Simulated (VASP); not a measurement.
Mo:

```
Mo
1.0
    -1.58219    1.58219    1.58219
     1.58219   -1.58219    1.58219
     1.58219    1.58219   -1.58219
Mo
1
Direct
  0.00000 0.00000 0.00000
```

Base run:

* Program: VASP 6.6.1
* Functional: r2SCAN
* Potentials or basis: VASP PAW PBE potentials, release 64 (Mo_sv)
* Cutoff: 520 eV
* k mesh: 15 × 15 × 15
* Occupations: fermi-dirac, width 0.1 eV
* Spin: no spin polarisation

Its results: band gap on the k mesh zero (band 7 reaches 16.10 eV, above the bottom of band 8 at 10.94 eV); pressure -2.3 GPa.

The run is repeated on the same cell with these changes: k mesh from 15 × 15 × 15 to 8 × 8 × 8. What comes out?

Band gap on the k mesh zero (band 7 reaches 16.39 eV, above the bottom of band 8 at 10.93 eV); pressure -1.6 GPa.

Caveats: the PAW data sets were made with another functional, which shifts forces and pressure a little.
